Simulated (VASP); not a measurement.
# ZnSb2C (I-42d) in VASP: relaxation of cell and atoms with PBE

Aim: the relaxation of cell and atoms of ZnSb2C with PBE.

All numbers are computed with VASP 6.6.1; they aren't measurements. Logs are shortened: lines on timing, memory, paths and dates and some standing lists are left out, and cuts for length are marked.

**1. The cell of the first run**

Symmetry: I-42d, No. 122, tetragonal system. Conventional cell: a = 5.403 Å, b = 5.403 Å, c = 10.806 Å, α = 90.00°, β = 90.00°, γ = 90.00°. Zn (site symmetry -4) has 4 Sb at 2.34 Å within 3.1 Å. Within 3.1 Å of Sb (site symmetry 2) lie 2 Zn at 2.34 Å and 2 C at 2.34 Å. Within 3.1 Å of C (site symmetry -4) lie 4 Sb at 2.34 Å.

**2. Relaxation of cell and atoms, PBE**

INCAR reads:

```
PREC = Accurate
ENCUT = 600
EDIFF = 1E-6
ISMEAR = -1
SIGMA = 0.02
LREAL = F
LASPH = T
NELM = 100
ALGO = Normal
ISIF = 3
LWAVE = F
LCHARG = F
GGA = PE
IBRION = 2
NSW = 80
EDIFFG = -0.005
```

KPOINTS reads:

```
regular mesh
0
Gamma
  6 6 6
```

POSCAR reads:

```
ZnSb2C
1.0
   -2.7014219095      2.7014219095      5.4028438191
    2.7014219095     -2.7014219095      5.4028438191
    2.7014219095      2.7014219095     -5.4028438191
Zn Sb C
2 4 2
Direct
    0.0000000000      0.0000000000      0.0000000000
    0.7500000000      0.2500000000      0.5000000000
    0.3750000000      0.3750000000      0.5000000000
    0.1250000000      0.6250000000      0.0000000000
    0.8750000000      0.8750000000      0.5000000000
    0.6250000000      0.1250000000      0.0000000000
    0.5000000000      0.5000000000      0.0000000000
    0.2500000000      0.7500000000      0.5000000000
```

Potentials or basis: VASP PAW PBE potentials, release 64 (Zn, Sb, C).

On the command line:

```bash
cat potpaw_PBE.64/Zn/POTCAR potpaw_PBE.64/Sb/POTCAR potpaw_PBE.64/C/POTCAR > POTCAR
mpirun -np 1 vasp_std > vasp.out
```

OUTCAR:

```text
PREC = Accurate
   ENCUT = 600
   EDIFF = 1E-6
   ISMEAR = -1
   LREAL = F
   LASPH = T
   NELM = 100
   ISIF = 3
   GGA = PE
   IBRION = 2
   NSW = 80
   EDIFFG = -0.005

 ion  position               nearest neighbor table
   1  0.000  0.000  0.000-   5 2.34   4 2.34   6 2.34   3 2.34
   2  0.750  0.250  0.500-   6 2.34   4 2.34   5 2.34   3 2.34
   3  0.375  0.375  0.500-   7 2.34   2 2.34   8 2.34   1 2.34
   4  0.125  0.625  0.000-   8 2.34   7 2.34   1 2.34   2 2.34
   5  0.875  0.875  0.500-   1 2.34   2 2.34   8 2.34   7 2.34
   6  0.625  0.125  0.000-   2 2.34   1 2.34   7 2.34   8 2.34
   7  0.500  0.500  0.000-   3 2.34   5 2.34   6 2.34   4 2.34
   8  0.250  0.750  0.500-   4 2.34   5 2.34   6 2.34   3 2.34

  LATTYP: Found a body centered tetragonal cell.
 ALAT       =     5.4028438190
 C/A-ratio  =     2.0000000000

  Lattice vectors:

 A1 = (  -2.7014219095,   2.7014219095,   5.4028438191)
 A2 = (   2.7014219095,  -2.7014219095,   5.4028438191)
 A3 = (   2.7014219095,   2.7014219095,  -5.4028438191)

Analysis of symmetry for initial positions (statically):
=====================================================================
 Subroutine PRICEL returns:
 Original cell was already a primitive cell.

 Routine SETGRP: Setting up the symmetry group for a
 body centered tetragonal supercell.

 Subroutine GETGRP returns: Found  8 space group operations
 (whereof  4 operations were pure point group operations)
 out of a pool of 16 trial point group operations.

The static configuration has the point symmetry S_4 .
 The point group associated with its full space group is D_2d.

Analysis of symmetry for dynamics (positions and initial velocities):
=====================================================================
 Subroutine PRICEL returns:
 Original cell was already a primitive cell.

 Routine SETGRP: Setting up the symmetry group for a
 body centered tetragonal supercell.

 Subroutine GETGRP returns: Found  8 space group operations
 (whereof  4 operations were pure point group operations)
 out of a pool of 16 trial point group operations.

The dynamic configuration has the point symmetry S_4 .
 The point group associated with its full space group is D_2d.

 Subroutine INISYM returns: Found  8 space group operations
 (whereof  4 operations are pure point group operations),
 and found     1 'primitive' translations

----------------------------------------------------------------------------------------

                                     Primitive cell

  volume of cell :     157.7129

  direct lattice vectors                    reciprocal lattice vectors
    -2.701421910  2.701421910  5.402843819     0.000000000  0.185087712  0.092543856
     2.701421910 -2.701421910  5.402843819     0.185087712  0.000000000  0.092543856
     2.701421910  2.701421910 -5.402843819     0.185087712  0.185087712  0.000000000

  length of vectors
     6.617105258  6.617105258  6.617105258     0.206934353  0.206934353  0.261753552

  position of ions in fractional coordinates (direct lattice)
     0.000000000  0.000000000  0.000000000
     0.750000000  0.250000000  0.500000000
     0.375000000  0.375000000  0.500000000
     0.125000000  0.625000000  0.000000000
     0.875000000  0.875000000  0.500000000
     0.625000000  0.125000000  0.000000000
     0.500000000  0.500000000  0.000000000
     0.250000000  0.750000000  0.500000000

  ion indices of the primitive-cell ions
   primitive index   ion index
                 1           1
                 2           2
                 3           3
                 4           4
                 5           5
                 6           6
                 7           7
                 8           8

----------------------------------------------------------------------------------------

 KPOINTS: regular mesh

Automatic generation of k-mesh.
 Grid dimensions read from file:
 generate k-points for:    6    6    6

 Generating k-lattice:

  Cartesian coordinates                     Fractional coordinates (reciprocal lattice)
     0.000000000  0.030847952  0.015423976     0.166666667  0.000000000  0.000000000
     0.030847952  0.000000000  0.015423976     0.000000000  0.166666667  0.000000000
     0.030847952  0.030847952  0.000000000     0.000000000  0.000000000  0.166666667

  Length of vectors
     0.034489059  0.034489059  0.043625592

  Shift w.r.t. Gamma in fractional coordinates (k-lattice)
     0.000000000  0.000000000  0.000000000

 Subroutine IBZKPT returns following result:
 ===========================================

 Found     30 irreducible k-points:

 Following reciprocal coordinates:
            Coordinates               Weight
  0.000000  0.000000  0.000000      1.000000
  0.166667  0.000000 -0.000000      8.000000
  0.333333  0.000000  0.000000      8.000000
  0.500000  0.000000  0.000000      4.000000
  0.166667  0.166667 -0.000000      8.000000
  0.333333  0.166667 -0.000000     16.000000
[... 16 lines left out ...]
 -0.333333 -0.333333  0.166667      8.000000
 -0.166667 -0.333333  0.166667      8.000000
 [... further k-points ...]
   k-points           NKPTS =     30   k-points in BZ     NKDIM =     30   number of bands    NBANDS=     31
   number of dos      NEDOS =    301   number of ions     NIONS =      8
   total plane-waves  NPLWV = 157464
   dimension x,y,z NGX =    54 NGY =   54 NGZ =   54
   dimension x,y,z NGXF=   108 NGYF=  108 NGZF=  108
   ions per type =               2   4   2
   NGX,Y,Z   is equivalent  to a cutoff of  13.57, 13.57, 13.57 a.u.
   NGXF,Y,Z  is equivalent  to a cutoff of  27.13, 27.13, 27.13 a.u.
 SYSTEM =  unknown system
   PREC   = accura    normal or accurate (medium, high low for compatibility)
   ISTART =      0    job   : 0-new  1-cont  2-samecut
   ICHARG =      2    charge: 1-file 2-atom 10-const
   ISPIN  =      1    spin polarized calculation?
   LNONCOLLINEAR =      F non collinear calculations
   LSORBIT =      F    spin-orbit coupling
   LASPH  =      T    aspherical Exc in radial PAW
   ENCUT  =  600.0 eV  44.10 Ry    6.64 a.u.  13.22 13.22 13.22*2*pi/ulx,y,z
   NELM   =    100;   NELMIN=  2; NELMDL= -5     # of ELM steps
   EDIFF  = 0.1E-05   stopping-criterion for ELM
   LREAL  =      F    real-space projection
   EDIFFG = -.5E-02   stopping-criterion for IOM
   NSW    =     80    number of steps for IOM
   IBRION =      2    ionic relax: 0-MD 1-quasi-New 2-CG
   NFREE  =      1    steps in history (QN), initial steepest desc. (CG)
   ISIF   =      3    stress and relaxation
   ISYM   =      2    0-nonsym 1-usesym 2-fastsym
   POTIM  = 0.5000    time-step for ionic-motion
   TEBEG  =    0.0;   TEEND  =   0.0 temperature during run
   PSTRESS=    0.0 pullay stress
   NELECT =      52.0000    total number of electrons
   NUPDOWN=      -1.0000    fix difference up-down
   EMIN   =  10.00;   EMAX   =-10.00  energy-range for DOS
   EFERMI =   0.00;   METHOD = LEGACY
   ISMEAR =    -1;   SIGMA  =   0.02  broadening in eV -4-tet -1-fermi 0-gaus
   EFERMI_NEDOS =   21; number of points for ismear=-14 and -15
   IALGO  =     38    algorithm
   IMIX   =      4    mixing-type and parameters
     AMIX     =   0.40;   BMIX     =  1.00
     AMIX_MAG =   1.60;   BMIX_MAG =  1.00
  volume/ion in A,a.u.               =      19.71       133.04
  Fermi-wavevector in a.u.,A,eV,Ry     =   1.130976  2.137235 17.403315  1.279108
  Thomas-Fermi vector in A             =   2.267674
   LORBIT       =      0    0 simple, 1 ext, 2 COOP (PROOUT), +10 PAW based schemes
   GGA     = PE    functional components
   LHFCALC =     F    Hartree Fock is set to
   AEXX    =    0.0000 exact exchange contribution
   IVDW    =     0    specifies the selected vdW correction
   LEPSILON=     F    determine dielectric tensor
   LRPA    =     F    only Hartree local field effects (RPA)
 conjugate gradient relaxation of ions
 non-spin polarized calculation
  energy-cutoff  :      600.00
  volume of cell :      157.71
 maximum number of plane-waves:      5293
 NGX is ok and might be reduce to    54
   NGX = 27   NGY = 27   NGZ = 27

--------------------------------------- Ionic step        1  -------------------------------------------

 number of electron      52.0000013 magnetization

 Free energy of the ion-electron system (eV)
  ---------------------------------------------------
  ext. energy  EPLUGINS =         0.00000000
  ---------------------------------------------------
  free energy    TOTEN  =       -29.41163592 eV

  energy without entropy =      -29.41108538  energy(sigma->0) =      -29.41136065

 E-fermi :   6.9711     XC(G=0): -10.2007

 val. band max:        6.9533910934   @ k =   0.0000   0.0000   0.0000
 cond. band min:       6.9953276122   @ k =   0.5000   0.5000   0.5000
 fundamental gap:      0.0419365188
 Fermi energy:         6.9710571541

 k-point     1 :       0.0000    0.0000    0.0000
  band No.  band energies     occupation
      1      -6.9013      2.00000
      2      -3.7718      2.00000
      3      -3.2766      2.00000
      4      -3.2766      2.00000
      5      -3.2723      2.00000
      6      -1.9519      2.00000
[... 1751 lines left out ...]
  FREE ENERGIE OF THE ION-ELECTRON SYSTEM (eV)
  ---------------------------------------------------
  free  energy   TOTEN  =       -31.6284856219 eV

  energy  without entropy=      -31.6281718279  energy(sigma->0) =      -31.62832872

[... ionic steps 4 to 12 ...]

--------------------------------------- Ionic step       13  -------------------------------------------

 number of electron      52.0000020 magnetization

------------------------ aborting loop because EDIFF is reached ----------------------------------------

  FORCE on cell =-STRESS in cart. coord.  units (eV):
  Direction    XX          YY          ZZ          XY          YZ          ZX
  --------------------------------------------------------------------------------------
  -------------------------------------------------------------------------------------
  Total        0.0162781      0.0162781      0.0814318      0.0000000     -0.0000000      0.0000000
  in kB        0.1479531      0.1479531      0.7401427      0.0000000     -0.0000000      0.0000000
  external PRESSURE =       0.3453496 kB  Pullay stress =       0.0000000 kB
[... 69 lines left out ...]
  energy  without entropy=      -32.2006806941  energy(sigma->0) =      -32.20083548

--------------------------------------- Ionic step       15  -------------------------------------------

 number of electron      52.0000020 magnetization

 Free energy of the ion-electron system (eV)
  ---------------------------------------------------
  ext. energy  EPLUGINS =         0.00000000
  ---------------------------------------------------
  free energy    TOTEN  =       -32.20101238 eV

  energy without entropy =      -32.20070041  energy(sigma->0) =      -32.20085639

 E-fermi :   5.6354     XC(G=0):  -9.7215

 val. band max:        5.6054919672   @ k =   0.0000   0.0000   0.0000
 cond. band min:       5.6526080753   @ k =   0.0000   0.0000   0.0000
 fundamental gap:      0.0471161081
 Fermi energy:         5.6353689456

 k-point     1 :       0.0000    0.0000    0.0000
  band No.  band energies     occupation
      1      -8.0359      2.00000
      2      -5.5690      2.00000
      3      -3.8663      2.00000
      4      -3.8380      2.00000
      5      -3.8380      2.00000
      6      -1.9627      2.00000
[... 842 lines left out ...]
  FREE ENERGIE OF THE ION-ELECTRON SYSTEM (eV)
  ---------------------------------------------------
  free  energy   TOTEN  =       -32.2010123784 eV

  energy  without entropy=      -32.2007004057  energy(sigma->0) =      -32.20085639

 reached required accuracy - stopping structural energy minimisation
```

Run time: 19 min. Hardware: 1 thread of Intel Xeon 6975P-C (Granite Rapids), shared host; peak memory 0.53 GiB.

What came out:

```yaml
Free_energy: -32.2010 eV
Relaxed_volume: 22.04 Å³/atom
Relaxed_cell: a = 6.710 Å, b = 6.710 Å, c = 6.710 Å, α = 129.29°, β = 129.29°, γ = 74.55°
Space_group_after_relaxing_to_0.1_Å: I-42d (No. 122)
Energy_gained_by_relaxing: 348.7 meV/atom
Ionic_steps: 15
Pressure_after_relaxing: 0.0 GPa
Band_gap_on_the_k_mesh: 0.05 eV
```

The path:
```csv
step,energy change (eV),largest force (eV/Å),pressure (GPa),volume (Å³)
1,0.0000,4.1217,12.92,157.71
2,-2.1209,0.8392,-5.95,196.84
3,-2.2168,1.2533,-3.87,188.36
4,-2.6853,0.4899,-1.01,178.70
5,-2.7439,0.0646,0.77,174.35
6,-2.7721,0.0326,0.08,176.19
7,-2.7793,0.1124,-0.49,177.82
8,-2.7877,0.0841,0.03,176.36
9,-2.7882,0.0761,0.16,175.97
10,-2.7882,0.0745,0.20,175.90
11,-2.7892,0.0053,-0.07,176.53
12,-2.7893,0.0156,-0.04,176.43
13,-2.7894,0.0042,0.03,176.27
14,-2.7894,0.0041,0.02,176.27
15,-2.7894,0.0007,-0.01,176.34
```

Final structure:
```xyz
8
Lattice="-2.8734 2.8734 5.3394 2.8734 -2.8734 5.3394 2.8734 2.8734 -5.3394" Properties=species:S:1:pos:R:3 pbc="T T T"
Zn    0.0000    0.0000    0.0000
Zn    0.0000    2.8734    2.6697
Sb    1.7402    1.4367    1.3348
Sb    1.4367   -1.1332    4.0045
Sb    1.1332    1.4367    6.6742
Sb    1.4367    4.0066   -1.3348
C     0.0000    0.0000    5.3394
C     2.8734    0.0000    2.6697
```

Caveat: semilocal functionals underestimate gaps, and a narrow one can read as zero; spin-orbit coupling is left out, which moves the levels of the heavy elements. A k mesh can miss the band edges.
